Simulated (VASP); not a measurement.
Runs of VASP 6.6.1 on Al5N. The structure is that of space group F-43m (No. 216), or close to it. The cells are those of the table. 

```tsv
task	spin	cell	k mesh	cutoff (eV)	gap on the mesh (eV)	pressure (GPa)	relaxed volume (Å³/atom)	largest force (eV/Å)
single point	off	a = 5.177 Å, angles 60.0°, 6 atoms	10 × 10 × 10	520	none	0.0	-	-
single point	off	a = 5.021 Å, angles 60.0°, 6 atoms	4 × 4 × 4	520	none	7.1	-	(a)
single point	collinear, ferromagnetic start	a = 5.157 Å, angles 60.0°, 6 atoms	4 × 4 × 4	520	none	0.4	-	0.02
relaxation of cell and atoms	off	relaxed from a = 5.157 Å, angles 60.0°, 6 atoms	10 × 10 × 10	600	none	0.0	16.34	0.01
relaxation of cell and atoms	off	relaxed from a = 5.021 Å, angles 60.0°, 6 atoms	4 × 4 × 4	600	none	-0.1	(b)	0.02
```

Alike in all rows: level PBE; potentials or basis VASP PAW PBE potentials, release 64 (Al, N); smearing gaussian 0.1 eV.

Fill in the values left out.

(a) 0.14; (b) 16.25.

Caveats: some runs use coarse meshes.

A gap of «none» marks levels without a gap at the run's occupations.
